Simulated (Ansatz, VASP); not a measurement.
## Ni in VASP and in Ansatz

```xyz
8
Lattice="4.3989 0.0000 0.0000 0.0000 4.3989 0.0000 0.0000 0.0000 4.3989" Properties=species:S:1:pos:R:3 pbc="T T T"
Ni    0.0000    4.3989    0.0000
Ni    2.1994    2.1994    2.1994
Ni    1.0997    0.0000    2.1994
Ni    3.2992    0.0000    2.1994
Ni    2.1994    1.0997    0.0000
Ni    2.1994    3.2992    0.0000
Ni    4.3989    2.1994    1.0997
Ni    4.3989    2.1994    3.2992
```

Alike in both runs: functional r2SCAN; k mesh 6 × 6 × 6; occupations fermi-dirac, width 0.1 eV; no spin polarisation.

Ansatz relaxed the structure, and its values are those at the end. VASP's run is a single point on that final structure, the one shown.

```csv
,VASP,Ansatz
version,VASP 6.6.1,Ansatz 0.2.0
potentials or method,"VASP PAW PBE potentials, release 64 (Ni), cutoff 520 eV","plane waves (500 eV) with PAW, scalar-relativistic"
valence electrons in the cell,80,144
```

VASP gave:

```
pressure (GPa) : 0.5
```

Q: Which values does Ansatz return?

A: Pressure (GPa): 0.0.

VASP's potentials were made for PBE, not for r2SCAN. VASP's potentials hold 80 valence electrons a cell and Ansatz's 144, so a difference there can come from the potentials and not from the codes.
